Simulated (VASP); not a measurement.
A run of VASP 6.6.1 is set up as follows.

The input INCAR:

```
PREC = Accurate ; ENCUT = 600
EDIFF = 1E-6 ; ISMEAR = 0
SIGMA = 0.05 ; LREAL = F
LASPH = T ; NELM = 100
ALGO = Normal ; ISIF = 3
LWAVE = F ; LCHARG = F
GGA = PS ; IBRION = 2
NSW = 80 ; EDIFFG = -0.01
```

File KPOINTS:

```
Automatic mesh
0
Gamma
  6 6 4
```

The input POSCAR:

```
BaTe
1.0
    5.6826133206      0.0000000000      0.0000000000
    0.0000000000      5.6826133206      0.0000000000
    0.0000000000      0.0000000000      7.1605657976
Ba Te
2 2
Direct
    0.5000000000      0.0000000000      0.2368000000
    0.0000000000      0.5000000000      0.7632000000
    0.0000000000      0.0000000000      0.0000000000
    0.5000000000      0.5000000000      0.0000000000
```

Potentials or basis: VASP PAW PBE potentials, release 64 (Ba_sv, Te).

Launch:

```bash
$ cat potpaw_PBE.64/Ba_sv/POTCAR potpaw_PBE.64/Te/POTCAR > POTCAR
$ mpirun -np 1 vasp_std > vasp.out
```

(1) Estimate the relaxed cell.

(2) Estimate the relaxed volume.

## Answers

(1) a = 5.909 Å, b = 5.909 Å, c = 4.200 Å, α = 90.00°, β = 90.00°, γ = 90.00°.

(2) 36.66 Å³/atom.

Caveat: the volume moved by over 15 % at a fixed basis, so the end points are rough; the PAW data sets were made with another functional, which shifts forces and pressure a little.
